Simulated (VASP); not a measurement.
# Mg7I16 (a cell with a defect) in VASP: single point with PBE+D3(BJ)

Aim: the single point of Mg7I16 (a cell with a defect) with PBE+D3(BJ).

All numbers are computed with VASP 6.6.1; they aren't measurements. Logs are shortened: lines on timing, memory, paths and dates and some standing lists are left out, and cuts for length are marked.

## Step 1: The cell of the first run

The cell holds a defect, 23 atoms: a = 9.886 Å, b = 9.886 Å, c = 10.712 Å, α = 116.17°, β = 116.17°, γ = 92.53°.

## Step 2: Single point, PBE+D3(BJ)

Input file INCAR:

```
ALGO = Normal ; EDIFF = 1E-7
ENCUT = 520 ; GGA = PE
ISIF = 2 ; ISMEAR = 0
IVDW = 12 ; LASPH = T
LCHARG = T ; LELF = T
LREAL = Auto ; LVHAR = T
LWAVE = F ; NBANDS = 80
NELM = 100 ; PREC = Accurate
SIGMA = 0.05
```

Input file KPOINTS:

```
k-points
0
Gamma
  2 2 2
```

Input file POSCAR:

```
Mg7I16
1.0
    0.0000000000      7.1432444434      6.8341755616
    0.0000000000     -7.1432444434      6.8341755616
    8.2483082046      0.0000000000     -6.8341755616
Mg I
7 16
Direct
    0.2397963382      0.2414577681      0.4963586348
    0.7565622639      0.7549005540      0.4963577862
    0.5683934408      1.0683889300      0.6367839161
    0.4997600723      0.5011352177      0.0048891238
    0.0051288491      0.0037566435      0.0048920335
    0.1302476917      0.6302483606      0.7604954670
    0.8705101963      0.3705107873      0.2410203342
    0.9086876215      0.0846769010      0.2430432945
    0.5376966940      0.2180769444      0.0115719488
    0.0254358054      0.7092220091     -0.0131207512
    0.6651395175      0.8550144421      0.7436657128
    0.7929453367      0.4679703175      0.5008646498
    0.2523468460      0.9495516021      0.4935986749
    0.4249531836      0.6138364019      0.2574536435
    0.1669612671      0.3392217867      0.7550240420
    0.7412566596      0.0440479837      0.4935995236
    0.3325011022      0.1436170439      0.2574553408
    0.8343502983      0.6583651406      0.2430391724
    0.4614428346      0.7776588087     -0.0131212362
    0.5785276736      0.3886464493      0.7436645004
    0.0880601658      0.9158044838      0.7550265879
    0.2079201403      0.5328941795      0.5008645285
    0.9738762884      0.2934973600      0.0115731611
```

Potentials or basis: VASP PAW PBE potentials, release 64 (Mg, I).

Run with:

```sh
> cat potpaw_PBE.64/Mg/POTCAR potpaw_PBE.64/I/POTCAR > POTCAR
> mpirun -np 1 vasp_std > vasp.out
```

OUTCAR:

```text
EDIFF = 1E-7
   ENCUT = 520
   GGA = PE
   ISIF = 2
   ISMEAR = 0
   IVDW = 12
   LASPH = T
   LREAL = Auto
   NELM = 100
   PREC = Accurate
 IVDW          = 12

 ion  position               nearest neighbor table
   1  0.240  0.241  0.496-  17 2.88  13 2.88  22 2.89   8 2.91  15 2.93  20 2.95
   2  0.757  0.755  0.496-  14 2.88  16 2.88  12 2.89  18 2.91  21 2.93  11 2.95
   3  0.568  0.068  0.637-  13 2.71  16 2.71  11 2.83  20 2.83
   4  0.500  0.501  0.005-  19 2.85   9 2.87  14 2.88  18 2.91  15 2.92  20 2.99
   5  0.005  0.004  0.005-  10 2.85  23 2.87  17 2.88   8 2.91  21 2.92  11 2.99
   6  0.130  0.630  0.760-  19 2.86  10 2.86  15 2.89  21 2.89  12 2.97  22 2.97
   7  0.871  0.371  0.241-   8 2.88  18 2.88  23 2.88   9 2.88  12 2.97  22 2.97
   8  0.909  0.085  0.243-   7 2.88   5 2.91   1 2.91
   9  0.538  0.218  0.012-   4 2.87   7 2.88
  10  0.025  0.709  0.987-   5 2.85   6 2.86
  11  0.665  0.855  0.744-   3 2.83   2 2.95   5 2.99
  12  0.793  0.468  0.501-   2 2.89   6 2.97   7 2.97
  13  0.252  0.950  0.494-   3 2.71   1 2.88
  14  0.425  0.614  0.257-   4 2.88   2 2.88
  15  0.167  0.339  0.755-   6 2.89   4 2.92   1 2.93
  16  0.741  0.044  0.494-   3 2.71   2 2.88
  17  0.333  0.144  0.257-   5 2.88   1 2.88
  18  0.834  0.658  0.243-   7 2.88   4 2.91   2 2.91
  19  0.461  0.778  0.987-   4 2.85   6 2.86
  20  0.579  0.389  0.744-   3 2.83   1 2.95   4 2.99
  21  0.088  0.916  0.755-   6 2.89   5 2.92   2 2.93
  22  0.208  0.533  0.501-   1 2.89   6 2.97   7 2.97
  23  0.974  0.293  0.012-   5 2.87   7 2.88

  LATTYP: Found a face centered orthorhombic cell.
 ALAT       =    13.6683511232
 B/A-ratio  =     1.0452240185
 C/A-ratio  =     1.2069207369

  Lattice vectors:

 A1 = (   8.2483082046,  -7.1432444434,   0.0000000000)
 A2 = (   8.2483082046,   0.0000000000,   6.8341755616)
 A3 = (   0.0000000000,  -7.1432444434,   6.8341755616)

Analysis of symmetry for initial positions (statically):
=====================================================================
 Subroutine PRICEL returns:
 Original cell was already a primitive cell.

 Routine SETGRP: Setting up the symmetry group for a
 face centered orthorhombic supercell.

 Subroutine GETGRP returns: Found  2 space group operations
 (whereof  1 operations were pure point group operations)
 out of a pool of  8 trial point group operations.

The static configuration has the point symmetry C_1 .
 The point group associated with its full space group is C_2 .

Analysis of symmetry for dynamics (positions and initial velocities):
=====================================================================
 Subroutine PRICEL returns:
 Original cell was already a primitive cell.

 Routine SETGRP: Setting up the symmetry group for a
 face centered orthorhombic supercell.

 Subroutine GETGRP returns: Found  2 space group operations
 (whereof  1 operations were pure point group operations)
 out of a pool of  8 trial point group operations.

The dynamic configuration has the point symmetry C_1 .
 The point group associated with its full space group is C_2 .

 Subroutine INISYM returns: Found  2 space group operations
 (whereof  1 operations are pure point group operations),
 and found     1 'primitive' translations

----------------------------------------------------------------------------------------

                                     Primitive cell

  volume of cell :     805.3349

  direct lattice vectors                    reciprocal lattice vectors
     0.000000000  7.143244443  6.834175562     0.060618491  0.069996205  0.073161714
     0.000000000 -7.143244443  6.834175562     0.060618491 -0.069996205  0.073161714
     8.248308205  0.000000000 -6.834175562     0.121236983  0.000000000  0.000000000

  length of vectors
     9.885944405  9.885944405 10.711701258     0.118011468  0.118011468  0.121236983

  position of ions in fractional coordinates (direct lattice)
     0.239796338  0.241457768  0.496358635
     0.756562264  0.754900554  0.496357786
     0.568393441  0.068388930  0.636783916
     0.499760072  0.501135218  0.004889124
     0.005128849  0.003756643  0.004892033
     0.130247692  0.630248361  0.760495467
[... 15 lines left out ...]
     0.207920140  0.532894179  0.500864529
     0.973876288  0.293497360  0.011573161

  ion indices of the primitive-cell ions
   primitive index   ion index
                 1           1
                 2           2
                 3           3
                 4           4
                 5           5
                 6           6
[... 15 lines left out ...]
                22          22
                23          23

----------------------------------------------------------------------------------------

 KPOINTS: k-points

Automatic generation of k-mesh.
 Grid dimensions read from file:
 generate k-points for:    2    2    2

 Generating k-lattice:

  Cartesian coordinates                     Fractional coordinates (reciprocal lattice)
     0.030309246  0.034998102  0.036580857     0.500000000  0.000000000  0.000000000
     0.030309246 -0.034998102  0.036580857     0.000000000  0.500000000  0.000000000
     0.060618491  0.000000000  0.000000000     0.000000000  0.000000000  0.500000000

  Length of vectors
     0.059005734  0.059005734  0.060618491

  Shift w.r.t. Gamma in fractional coordinates (k-lattice)
     0.000000000  0.000000000  0.000000000

 Subroutine IBZKPT returns following result:
 ===========================================

 Found      6 irreducible k-points:

 Following reciprocal coordinates:
            Coordinates               Weight
  0.000000  0.000000  0.000000      1.000000
  0.500000  0.000000 -0.000000      2.000000
  0.000000  0.500000  0.500000      2.000000
  0.500000  0.500000 -0.000000      1.000000
  0.000000  0.000000  0.500000      1.000000
  0.500000  0.500000  0.500000      1.000000
   k-points           NKPTS =      6   k-points in BZ     NKDIM =      6   number of bands    NBANDS=     80
   number of dos      NEDOS =    301   number of ions     NIONS =     23
   total plane-waves  NPLWV = 512000
   dimension x,y,z NGX =    80 NGY =   80 NGZ =   80
   dimension x,y,z NGXF=   160 NGYF=  160 NGZF=  160
   ions per type =               7  16
   NGX,Y,Z   is equivalent  to a cutoff of  13.45, 13.45, 12.42 a.u.
   NGXF,Y,Z  is equivalent  to a cutoff of  26.91, 26.91, 24.83 a.u.
 SYSTEM =  unknown system
   PREC   = accura    normal or accurate (medium, high low for compatibility)
   ISTART =      0    job   : 0-new  1-cont  2-samecut
   ICHARG =      2    charge: 1-file 2-atom 10-const
   ISPIN  =      1    spin polarized calculation?
   LNONCOLLINEAR =      F non collinear calculations
   LSORBIT =      F    spin-orbit coupling
   LASPH  =      T    aspherical Exc in radial PAW
   ENCUT  =  520.0 eV  38.22 Ry    6.18 a.u.  18.38 18.38 19.92*2*pi/ulx,y,z
   NELM   =    100;   NELMIN=  2; NELMDL= -5     # of ELM steps
   EDIFF  = 0.1E-06   stopping-criterion for ELM
   LREAL  =      T    real-space projection
   EDIFFG = 0.1E-05   stopping-criterion for IOM
   NSW    =      0    number of steps for IOM
   IBRION =     -1    ionic relax: 0-MD 1-quasi-New 2-CG
   NFREE  =      0    steps in history (QN), initial steepest desc. (CG)
   ISIF   =      2    stress and relaxation
   ISYM   =      2    0-nonsym 1-usesym 2-fastsym
   POTIM  = 0.5000    time-step for ionic-motion
   TEBEG  =    0.0;   TEEND  =   0.0 temperature during run
   PSTRESS=    0.0 pullay stress
   NELECT =     126.0000    total number of electrons
   NUPDOWN=      -1.0000    fix difference up-down
   EMIN   =  10.00;   EMAX   =-10.00  energy-range for DOS
   EFERMI =   0.00;   METHOD = LEGACY
   ISMEAR =     0;   SIGMA  =   0.05  broadening in eV -4-tet -1-fermi 0-gaus
   EFERMI_NEDOS =   21; number of points for ismear=-14 and -15
   IALGO  =     38    algorithm
   IMIX   =      4    mixing-type and parameters
     AMIX     =   0.40;   BMIX     =  1.00
     AMIX_MAG =   1.60;   BMIX_MAG =  1.00
  volume/ion in A,a.u.               =      35.01       236.29
  Fermi-wavevector in a.u.,A,eV,Ry     =   0.882144  1.667011 10.587756  0.778178
  Thomas-Fermi vector in A             =   2.002736
   LORBIT       =      0    0 simple, 1 ext, 2 COOP (PROOUT), +10 PAW based schemes
   GGA     = PE    functional components
   LHFCALC =     F    Hartree Fock is set to
   AEXX    =    0.0000 exact exchange contribution
   IVDW    =    12    specifies the selected vdW correction
   LEPSILON=     F    determine dielectric tensor
   LRPA    =     F    only Hartree local field effects (RPA)
 non-spin polarized calculation
 Gauss-broadening in eV      SIGMA  =   0.05
  energy-cutoff  :      520.00
  volume of cell :      805.33
 maximum number of plane-waves:     21742
 NGX is ok and might be reduce to    80
   NGX = 37   NGY = 37   NGZ = 39

 number of electron     125.9999998 magnetization

 Free energy of the ion-electron system (eV)
  ---------------------------------------------------
  ext. energy  EPLUGINS =         0.00000000
  ---------------------------------------------------
  free energy    TOTEN  =       -54.86167122 eV

  energy without entropy =      -54.83264305  energy(sigma->0) =      -54.84715714

 E-fermi :   2.2760     XC(G=0):  -8.2013

 val. band max:        2.2663308133   @ k =   0.5000   0.5000  -0.0000
 cond. band min:       2.2829082051   @ k =   0.0000   0.0000   0.5000
 fundamental gap:      0.0165773918
 Fermi energy:         2.2759786526

 k-point     1 :       0.0000    0.0000    0.0000
  band No.  band energies     occupation
      1      -9.8761      2.00000
      2      -9.3870      2.00000
      3      -9.3075      2.00000
      4      -9.3047      2.00000
      5      -9.2754      2.00000
      6      -9.2040      2.00000
[... 67 lines left out ...]
     74       7.7498      0.00000
     75       7.9089      0.00000

 k-point     2 :       0.5000    0.0000   -0.0000
  band No.  band energies     occupation
      1      -9.7299      2.00000
      2      -9.6174      2.00000
      3      -9.3702      2.00000
      4      -9.3139      2.00000
      5      -9.2592      2.00000
      6      -9.2330      2.00000
[... 67 lines left out ...]
     74       7.9485      0.00000
     75       8.0294      0.00000

 k-point     3 :       0.0000    0.5000    0.5000
  band No.  band energies     occupation
      1      -9.6892      2.00000
      2      -9.6653      2.00000
      3      -9.3562      2.00000
      4      -9.3437      2.00000
      5      -9.2414      2.00000
      6      -9.2305      2.00000
[... 67 lines left out ...]
     74       7.6368      0.00000
     75       7.8269      0.00000

 k-point     4 :       0.5000    0.5000   -0.0000
  band No.  band energies     occupation
      1      -9.6368      2.00000
      2      -9.5866      2.00000
      3      -9.5188      2.00000
      4      -9.3591      2.00000
      5      -9.3229      2.00000
      6      -9.2648      2.00000
[... 67 lines left out ...]
     74       7.7208      0.00000
     75       7.7925      0.00000

 k-point     5 :       0.0000    0.0000    0.5000
  band No.  band energies     occupation
      1      -9.7071      2.00000
      2      -9.5863      2.00000
      3      -9.4861      2.00000
      4      -9.3367      2.00000
      5      -9.2315      2.00000
      6      -9.2057      2.00000
[... 67 lines left out ...]
     74       7.9054      0.00000
     75       7.9165      0.00000

 k-point     6 :       0.5000    0.5000    0.5000
  band No.  band energies     occupation
      1      -9.6924      2.00000
      2      -9.5084      2.00000
      3      -9.4599      2.00000
      4      -9.4180      2.00000
      5      -9.3322      2.00000
      6      -9.2805      2.00000
[... 67 lines left out ...]
     74       7.6756      0.00000
     75       7.8869      0.00000
 [bands above 75 left out]

------------------------ aborting loop because EDIFF is reached ----------------------------------------

 Edisp (eV)   -7.06870

 E8    (eV) :    -3.1638

  FORCE on cell =-STRESS in cart. coord.  units (eV):
  Direction    XX          YY          ZZ          XY          YZ          ZX
  --------------------------------------------------------------------------------------
  -------------------------------------------------------------------------------------
  Total      -2.21718    -0.36103    -0.54057     0.00000     0.09106     0.00000
  in kB      -4.41097    -0.71825    -1.07544     0.00000     0.18115     0.00000
  external pressure =       -2.07 kB  Pullay stress =        0.00 kB

 VOLUME and BASIS-vectors are now :
 -----------------------------------------------------------------------------
  energy-cutoff  :      520.00
  volume of cell :      805.33
      direct lattice vectors                 reciprocal lattice vectors
     0.000000000  7.143244443  6.834175562     0.060618491  0.069996205  0.073161714
     0.000000000 -7.143244443  6.834175562     0.060618491 -0.069996205  0.073161714
     8.248308205  0.000000000 -6.834175562     0.121236983  0.000000000  0.000000000

 POSITION                                       TOTAL-FORCE (eV/Angst)
 -----------------------------------------------------------------------------------
      4.09412     -0.01187     -0.10323        -0.034433      0.005559      0.007771
      4.09411      0.01187      6.93741        -0.034433     -0.005559     -0.007771
      5.25239      3.57165     -0.00001         0.370435      0.000000      0.000000
      0.04033     -0.00982      6.80688         0.007948     -0.001587     -0.019618
      0.04035      0.00980      0.02729         0.007948      0.001587      0.019618
      6.27280     -3.57163      0.00000        -0.018164     -0.000000     -0.000000
[... 15 lines left out ...]
      4.13128     -2.32137      1.63986        -0.013752     -0.002378     -0.004652
      0.09546      4.86011      8.58236        -0.040344     -0.010921     -0.029117
 -----------------------------------------------------------------------------------
    total drift:                               -0.002766     -0.082535     -0.063188

  FREE ENERGIE OF THE ION-ELECTRON SYSTEM (eV)
  ---------------------------------------------------
  free  energy   TOTEN  =       -61.9303692657 eV

  energy  without entropy=      -61.9013410917  energy(sigma->0) =      -61.91585518
```

Wall time 17 min (1 thread of Intel Xeon Platinum 8259CL at 2.50GHz (Skylake/Cascade Lake), shared host); peak memory 1 GiB.

What came out:

```yaml
Free_energy: -61.9304 eV
Pressure: -0.2 GPa
Largest_force: 0.370 eV/Å
Band_gap_on_the_k_mesh: zero (bands 63 and 64 overlap by 0.07 eV)
Dispersion_energy_per_atom: -0.307 eV
```

Forces on the atoms (eV/Å):
```
Mg  -0.034  0.006  0.008
Mg  -0.034 -0.006 -0.008
Mg   0.370  0.000  0.000
Mg   0.008 -0.002 -0.020
Mg   0.008  0.002  0.020
Mg  -0.018  0.000  0.000
Mg  -0.005  0.000  0.000
I    0.004 -0.004  0.000
I   -0.040  0.011  0.029
I    0.004  0.006  0.023
I    0.006  0.057 -0.051
I   -0.014  0.002  0.005
I   -0.036  0.047  0.078
I   -0.039  0.070 -0.034
I   -0.032 -0.001  0.004
I   -0.036 -0.047 -0.078
I   -0.039 -0.070  0.034
I    0.004  0.004  0.000
I    0.004 -0.006 -0.023
I    0.006 -0.057  0.051
I   -0.032  0.001 -0.004
I   -0.014 -0.002 -0.005
I   -0.040 -0.011 -0.029
```

Stress tensor (GPa, compression positive):
```
-0.44  0.00  0.00
 0.00 -0.07  0.02
 0.00  0.02 -0.11
```

Caveat: the k points lie up to 0.37 Å⁻¹ apart; spin-orbit coupling is left out, which moves the levels of the heavy elements.
